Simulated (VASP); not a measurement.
## Cu: single point with PBE

The system is Cu.

```xyz
1
Lattice="0.0000 1.8327 1.8327 1.8327 0.0000 1.8327 1.8327 1.8327 0.0000" Properties=species:S:1:pos:R:3 pbc="T T T"
Cu    0.0000    0.0000    0.0000
```

| Property | Result |
| --- | --- |
| Program | VASP 6.6.1 |
| Task | single point |
| Functional | PBE |
| Potentials or basis | VASP PAW PBE potentials, release 64 (Cu) |
| Cutoff | 520 eV |
| k mesh | 19 × 19 × 19 |
| Occupations | fermi-dirac, width 0.05 eV |
| Spin | no spin polarisation |
| Dipole correction | no |
| Further INCAR settings | ALGO = Normal; EDIFF = 1e-07; NBANDS = 12 |

The pressure is -3.4 GPa.

Levels at points of the mesh, in eV from the Fermi level:
| k point | band 3 | band 4 | band 5 | band 6 | band 7 | band 8 | band 9 | band 10 |
| --- | --- | --- | --- | --- | --- | --- | --- | --- |
| (0.00, 0.00, 0.00) | -2.95 | -2.95 | -2.18 | -2.18 | 22.22 | 24.54 | 24.54 | 24.54 |

Run time: 17 s on 1 thread of Intel(R) Xeon(R) 6975P-C (Granite Rapids), on a shared host, peak memory 0.14 GiB.
